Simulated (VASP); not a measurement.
# Pt (Cmcm) in VASP: single point with r2SCAN

Aim: the single point of Pt with r2SCAN.

All numbers are computed with VASP 6.6.1; they aren't measurements. Logs are shortened: lines on timing, memory, paths and dates and some standing lists are left out, and cuts for length are marked.

## (1) The cell of the first run

The structure is orthorhombic, space group Cmcm (No. 63). Conventional cell: a = 2.733 Å, b = 4.829 Å, c = 4.792 Å, α = 90.00°, β = 90.00°, γ = 90.00°. Pt (site symmetry m2m) has 12 Pt at 2.73 to 2.89 Å within 3.6 Å.

## (2) Single point, r2SCAN (strain -0.0100 x Voigt [1, -1, 0, 0, 0, 0])

POSCAR reads:

```
Pt
1.0
    2.7330589596      0.0000000000      0.0000000000
   -1.3665294798      2.4147146202      0.0000000000
    0.0000000000      0.0000000000      4.7921340000
Pt
2
Direct
    0.6666666667      0.3333333333      0.7500000000
    0.3333333333      0.6666666667      0.2500000000
```

INCAR.step1 reads:

```
SYSTEM = Pt
PREC = Accurate
ENCUT = 630
ISMEAR = 0
SIGMA = 0.15
LREAL = .False.
LASPH = .True.
NELM = 120
NBANDS = 25
GGA = PE
ALGO = Normal
EDIFF = 1E-5
LWAVE = .True.
LCHARG = .False.
GGA_COMPAT = .False.
```

INCAR.step2 reads:

```
SYSTEM = Pt
PREC = Accurate
ENCUT = 630
EDIFF = 1E-6
ISMEAR = 0
SIGMA = 0.15
LREAL = .False.
LASPH = .True.
NELM = 120
ALGO = Normal
ISIF = 2
LWAVE = .False.
LCHARG = .False.
METAGGA = R2SCAN
LMIXTAU = .True.
NBANDS = 25
ISTART = 1
GGA_COMPAT = .False.
```

KPOINTS reads:

```
Automatic mesh
0
Gamma
  18 18 10
  0 0 0
```

Potentials or basis: VASP PAW PBE potentials, release 64 (Pt_sv_GW).

Started as:

```
> cat potpaw_PBE.64/Pt_sv_GW/POTCAR > POTCAR
> cp INCAR.step1 INCAR
> mpirun -np 1 vasp_std > vasp.out
> cp INCAR.step2 INCAR
> mpirun -np 1 vasp_std > vasp.out
```

OUTCAR:

```text
SYSTEM = Pt
   PREC = Accurate
   ENCUT = 630
   EDIFF = 1E-6
   ISMEAR = 0
   LREAL = .False.
   LASPH = .True.
   NELM = 120
   ISIF = 2
   METAGGA = R2SCAN
   ISTART = 1

 ion  position               nearest neighbor table
   1  0.667  0.333  0.750-   2 2.87   2 2.87   2 2.87   2 2.87   2 2.89   2 2.89
   2  0.333  0.667  0.250-   1 2.87   1 2.87   1 2.87   1 2.87   1 2.89   1 2.89

  LATTYP: Found a base centered orthorhombic cell.
 ALAT       =     2.7330589596
 B/A-ratio  =     1.7670417330
 C/A-ratio  =     1.7533957631

  Lattice vectors:

 A1 = (   1.3665294798,  -2.4147146202,   0.0000000000)
 A2 = (   1.3665294798,   2.4147146202,   0.0000000000)
 A3 = (   0.0000000000,   0.0000000000,   4.7921340000)

Analysis of symmetry for initial positions (statically):
=====================================================================
 Subroutine PRICEL returns:
 Original cell was already a primitive cell.

 Routine SETGRP: Setting up the symmetry group for a
 base centered orthorhombic supercell.

 Subroutine GETGRP returns: Found  8 space group operations
 (whereof  4 operations were pure point group operations)
 out of a pool of  8 trial point group operations.

The static configuration has the point symmetry C_2h.
 The point group associated with its full space group is D_2h.

Analysis of symmetry for dynamics (positions and initial velocities):
=====================================================================
 Subroutine PRICEL returns:
 Original cell was already a primitive cell.

 Routine SETGRP: Setting up the symmetry group for a
 base centered orthorhombic supercell.

 Subroutine GETGRP returns: Found  8 space group operations
 (whereof  4 operations were pure point group operations)
 out of a pool of  8 trial point group operations.

The dynamic configuration has the point symmetry C_2h.
 The point group associated with its full space group is D_2h.

 Subroutine INISYM returns: Found  8 space group operations
 (whereof  4 operations are pure point group operations),
 and found     1 'primitive' translations

----------------------------------------------------------------------------------------

                                     Primitive cell

  volume of cell :      31.6260

  direct lattice vectors                    reciprocal lattice vectors
     2.733058960  0.000000000  0.000000000     0.365890387  0.207063806  0.000000000
    -1.366529480  2.414714620  0.000000000     0.000000000  0.414127612  0.000000000
     0.000000000  0.000000000  4.792134000     0.000000000  0.000000000  0.208675300

  length of vectors
     2.733058960  2.774571952  4.792134000     0.420417881  0.414127612  0.208675300

  position of ions in fractional coordinates (direct lattice)
     0.666666667  0.333333333  0.750000000
     0.333333333  0.666666667  0.250000000

  ion indices of the primitive-cell ions
   primitive index   ion index
                 1           1
                 2           2

----------------------------------------------------------------------------------------

 KPOINTS: Automatic mesh

Automatic generation of k-mesh.
 Grid dimensions read from file:
 generate k-points for:   18   18   10

 Generating k-lattice:

  Cartesian coordinates                     Fractional coordinates (reciprocal lattice)
     0.020327244  0.011503545  0.000000000     0.055555556  0.000000000  0.000000000
     0.000000000  0.023007090  0.000000000     0.000000000  0.055555556  0.000000000
     0.000000000  0.000000000  0.020867530     0.000000000  0.000000000  0.100000000

  Length of vectors
     0.023356549  0.023007090  0.020867530

  Shift w.r.t. Gamma in fractional coordinates (k-lattice)
     0.000000000  0.000000000  0.000000000

 Subroutine IBZKPT returns following result:
 ===========================================

 Found    546 irreducible k-points:

 Following reciprocal coordinates:
            Coordinates               Weight
  0.000000  0.000000  0.000000      1.000000
  0.055556  0.000000  0.000000      4.000000
  0.111111  0.000000  0.000000      4.000000
  0.166667  0.000000  0.000000      4.000000
  0.222222  0.000000  0.000000      4.000000
  0.277778  0.000000  0.000000      4.000000
[... 16 lines left out ...]
 -0.333333  0.055556  0.000000      4.000000
 -0.277778  0.055556  0.000000      4.000000
 [... further k-points ...]
   k-points           NKPTS =    546   k-points in BZ     NKDIM =    546   number of bands    NBANDS=     25
   number of dos      NEDOS =    301   number of ions     NIONS =      2
   total plane-waves  NPLWV =  23040
   dimension x,y,z NGX =    24 NGY =   24 NGZ =   40
   dimension x,y,z NGXF=    48 NGYF=   48 NGZF=   80
   ions per type =               2
   NGX,Y,Z   is equivalent  to a cutoff of  14.60, 14.38, 13.88 a.u.
   NGXF,Y,Z  is equivalent  to a cutoff of  29.20, 28.76, 27.75 a.u.
 SYSTEM =  Pt
   PREC   = accura    normal or accurate (medium, high low for compatibility)
   ISTART =      1    job   : 0-new  1-cont  2-samecut
   ICHARG =      0    charge: 1-file 2-atom 10-const
   ISPIN  =      1    spin polarized calculation?
   LNONCOLLINEAR =      F non collinear calculations
   LSORBIT =      F    spin-orbit coupling
   LASPH  =      T    aspherical Exc in radial PAW
   ENCUT  =  630.0 eV  46.30 Ry    6.80 a.u.   5.59  5.68  9.81*2*pi/ulx,y,z
   NELM   =    120;   NELMIN=  2; NELMDL=  0     # of ELM steps
   EDIFF  = 0.1E-05   stopping-criterion for ELM
   LREAL  =      F    real-space projection
   EDIFFG = 0.1E-04   stopping-criterion for IOM
   NSW    =      0    number of steps for IOM
   IBRION =     -1    ionic relax: 0-MD 1-quasi-New 2-CG
   NFREE  =      0    steps in history (QN), initial steepest desc. (CG)
   ISIF   =      2    stress and relaxation
   ISYM   =      2    0-nonsym 1-usesym 2-fastsym
   POTIM  = 0.5000    time-step for ionic-motion
   TEBEG  =    0.0;   TEEND  =   0.0 temperature during run
   PSTRESS=    0.0 pullay stress
   NELECT =      36.0000    total number of electrons
   NUPDOWN=      -1.0000    fix difference up-down
   EMIN   =  10.00;   EMAX   =-10.00  energy-range for DOS
   EFERMI =   0.00;   METHOD = LEGACY
   ISMEAR =     0;   SIGMA  =   0.15  broadening in eV -4-tet -1-fermi 0-gaus
   EFERMI_NEDOS =   21; number of points for ismear=-14 and -15
   IALGO  =     38    algorithm
   IMIX   =      4    mixing-type and parameters
     AMIX     =   0.40;   BMIX     =  1.00
     AMIX_MAG =   1.60;   BMIX_MAG =  1.00
  volume/ion in A,a.u.               =      15.81       106.71
  Fermi-wavevector in a.u.,A,eV,Ry     =   1.709337  3.230179 39.753960  2.921834
  Thomas-Fermi vector in A             =   2.787839
   LORBIT       =      0    0 simple, 1 ext, 2 COOP (PROOUT), +10 PAW based schemes
   METAGGA = R2SCAN    functional components
   LHFCALC =     F    Hartree Fock is set to
   AEXX    =    0.0000 exact exchange contribution
   IVDW    =     0    specifies the selected vdW correction
   LEPSILON=     F    determine dielectric tensor
   LRPA    =     F    only Hartree local field effects (RPA)
 non-spin polarized calculation
 Gauss-broadening in eV      SIGMA  =   0.15
  energy-cutoff  :      630.00
  volume of cell :       31.63
 maximum number of plane-waves:      1160
   NGX = 11   NGY = 11   NGZ = 19

 number of electron      36.0000000 magnetization

 Free energy of the ion-electron system (eV)
  ---------------------------------------------------
  ext. energy  EPLUGINS =         0.00000000
  ---------------------------------------------------
  free energy    TOTEN  =      -102.70491675 eV

  energy without entropy =     -102.66727494  energy(sigma->0) =     -102.68609584

 E-fermi :   9.6007     XC(G=0): -14.9032

 val. band max:        9.6004141793   @ k =   0.0000   0.3889   0.0000
 cond. band min:       9.6009187125   @ k =   0.3333   0.1667   0.5000
 fundamental gap:      0.0005045333
 Fermi energy:         9.6007454194

 k-point     1 :       0.0000    0.0000    0.0000
  band No.  band energies     occupation
      1     -90.8584      2.00000
      2     -90.8377      2.00000
      3     -44.5281      2.00000
      4     -44.3118      2.00000
      5     -44.3076      2.00000
      6     -44.2689      2.00000
[... 17 lines left out ...]
     24      27.7056      0.00000
     25      31.3745      0.00000

 k-point     2 :       0.0556    0.0000    0.0000
  band No.  band energies     occupation
      1     -90.8573      2.00000
      2     -90.8369      2.00000
      3     -44.5242      2.00000
      4     -44.3238      2.00000
      5     -44.3119      2.00000
      6     -44.2812      2.00000
[... 17 lines left out ...]
     24      27.8685      0.00000
     25      30.7699      0.00000

 k-point     3 :       0.1111    0.0000    0.0000
  band No.  band energies     occupation
      1     -90.8545      2.00000
      2     -90.8348      2.00000
      3     -44.5125      2.00000
      4     -44.3600      2.00000
      5     -44.3234      2.00000
      6     -44.3172      2.00000
[... 17 lines left out ...]
     24      28.0686      0.00000
     25      29.6255      0.00000

 k-point     4 :       0.1667    0.0000    0.0000
  band No.  band energies     occupation
      1     -90.8504      2.00000
      2     -90.8319      2.00000
      3     -44.4940      2.00000
      4     -44.4157      2.00000
      5     -44.3748      2.00000
      6     -44.3382      2.00000
[... 17 lines left out ...]
     24      27.9604      0.00000
     25      28.3746      0.00000
[... 477 lines left out ...]
 k-point    22 :      -0.3889    0.0556    0.0000
  band No.  band energies     occupation
      1     -90.8299      2.00000
      2     -90.8192      2.00000
      3     -44.6558      2.00000
      4     -44.6159      2.00000
      5     -44.4072      2.00000
      6     -44.3960      2.00000
[... 17 lines left out ...]
     24      24.7888      0.00000
     25      24.9600      0.00000

 k-point    23 :      -0.3333    0.0556    0.0000
  band No.  band energies     occupation
      1     -90.8354      2.00000
      2     -90.8221      2.00000
      3     -44.5959      2.00000
      4     -44.5590      2.00000
      5     -44.4246      2.00000
      6     -44.3878      2.00000
[... 17 lines left out ...]
     24      25.7643      0.00000
     25      27.2946      0.00000

 k-point    24 :      -0.2778    0.0556    0.0000
  band No.  band energies     occupation
      1     -90.8413      2.00000
      2     -90.8257      2.00000
      3     -44.5270      2.00000
      4     -44.4926      2.00000
      5     -44.4533      2.00000
      6     -44.3659      2.00000
[... 17 lines left out ...]
     24      26.6946      0.00000
     25      28.7830      0.00000

 [... further k-points ...]

------------------------ aborting loop because EDIFF is reached ----------------------------------------

  FORCE on cell =-STRESS in cart. coord.  units (eV):
  Direction    XX          YY          ZZ          XY          YZ          ZX
  --------------------------------------------------------------------------------------
  -------------------------------------------------------------------------------------
  Total       -1.0304140     -1.9050248     -1.2082833      0.0000000      0.0000000      0.0000000
  in kB      -52.2009699    -96.5089201    -61.2118616      0.0000000      0.0000000      0.0000000
  external PRESSURE =     -69.9739172 kB  Pullay stress =       0.0000000 kB

 VOLUME and BASIS-vectors are now :
 -----------------------------------------------------------------------------
  energy-cutoff  :      630.00
  volume of cell :       31.63
      direct lattice vectors                 reciprocal lattice vectors
     2.733058960  0.000000000  0.000000000     0.365890387  0.207063806  0.000000000
    -1.366529480  2.414714620  0.000000000     0.000000000  0.414127612  0.000000000
     0.000000000  0.000000000  4.792134000     0.000000000  0.000000000  0.208675300

 POSITION                                       TOTAL-FORCE (eV/Angst)
 -----------------------------------------------------------------------------------
      1.36653      0.80490      3.59410         0.000000     -0.007306      0.000000
     -0.00000      1.60981      1.19803         0.000000      0.007306      0.000000
 -----------------------------------------------------------------------------------
    total drift:                               -0.000001      0.000000     -0.000000

  FREE ENERGIE OF THE ION-ELECTRON SYSTEM (eV)
  ---------------------------------------------------
  free  energy   TOTEN  =      -102.7049167469 eV

  energy  without entropy=     -102.6672749426  energy(sigma->0) =     -102.68609584
```

It took 11 min on 1 thread of Intel Xeon 6975P-C (Granite Rapids), shared host; peak memory 0.56 GiB.

What came out:

* Free energy: -102.7049 eV
* Pressure: -7.0 GPa
* Largest force: 0.007 eV/Å
* Band gap on the k mesh: zero (bands 18 and 19 overlap by 1.37 eV)

Forces on the atoms (eV/Å):
```
Pt   0.000 -0.007  0.000
Pt   0.000  0.007  0.000
```

Levels at points of the mesh, in eV from the Fermi level:
| k point | band 14 | band 15 | band 16 | band 17 | band 18 | band 19 | band 20 | band 21 | band 22 | band 23 |
| --- | --- | --- | --- | --- | --- | --- | --- | --- | --- | --- |
| (0.00, 0.00, 0.00) | -3.31 | -2.98 | -1.94 | -1.86 | -0.48 | -0.31 | -0.24 | 4.94 | 15.98 | 16.49 |
| (0.50, 0.00, 0.00) | -2.92 | -2.51 | -0.08 | 0.33 | 0.53 | 2.50 | 4.06 | 7.80 | 9.38 | 10.14 |
| (0.00, 0.50, 0.00) | -3.09 | -2.58 | -0.01 | 0.27 | 0.47 | 2.37 | 3.85 | 7.52 | 9.18 | 9.90 |
| (0.00, 0.00, 0.50) | -3.68 | -3.35 | -3.35 | -0.91 | -0.91 | -0.82 | -0.82 | 12.57 | 12.57 | 16.34 |
| (0.50, 0.00, 0.50) | -1.94 | -0.79 | -0.79 | 0.45 | 0.45 | 1.95 | 1.95 | 6.95 | 6.95 | 14.97 |
| (0.00, 0.50, 0.50) | -1.80 | -0.84 | -0.84 | 0.39 | 0.39 | 1.80 | 1.80 | 6.64 | 6.64 | 14.78 |

Caveat: the cell differs from its parent crystal (strain -0.0100 x Voigt [1, -1, 0, 0, 0, 0]); the cell stands under tension; the PAW data sets were made with another functional, which shifts forces and pressure a little; spin-orbit coupling is left out, which moves the levels of the heavy elements.
